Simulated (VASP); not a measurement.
Au:

```
Au
1.0
     0.00000    2.05850    2.05850
     2.05850    0.00000    2.05850
     2.05850    2.05850    0.00000
Au
1
Direct
  0.00000 0.00000 0.00000
```

| Quantity | Value |
| --- | --- |
| Program | VASP 6.6.1 |
| Task | relaxation of cell and atoms |
| Functional | LDA |
| Potentials or basis | VASP PAW LDA potentials, release 64 (Au) |
| Cutoff | 600 eV |
| k mesh | 14 × 14 × 14 |
| Occupations | gaussian, width 0.1 eV |
| Spin | no spin polarisation |

At the start: pressure -8.1 GPa; volume 17.45 Å³/atom.

Problem. How do energy, volume and symmetry change on relaxing?

Solution. Over 7 steps the energy falls by 21.8 meV/atom and the volume is 16.63 Å³/atom (-4.7 %); space group Fm-3m (No. 225, to 0.05 Å).

The path:
```
step  energy change (eV)  largest force (eV/Å)  pressure (GPa)  volume (Å³)
   1              0.0000                0.0000           -8.13        17.45
   2              0.0555                0.0000           20.48        15.31
   3             -0.0218                0.0000           -0.23        16.65
   4             -0.0218                0.0000           -0.05        16.63
   5             -0.0218                0.0000            0.14        16.62
   6             -0.0218                0.0000           -0.20        16.65
   7             -0.0218                0.0000           -0.02        16.63
```

Final structure:
```
Au
1.0
     0.00000    2.02596    2.02596
     2.02596    0.00000    2.02596
     2.02596    2.02596    0.00000
Au
1
Cartesian
  0.0000 0.0000 0.0000
```
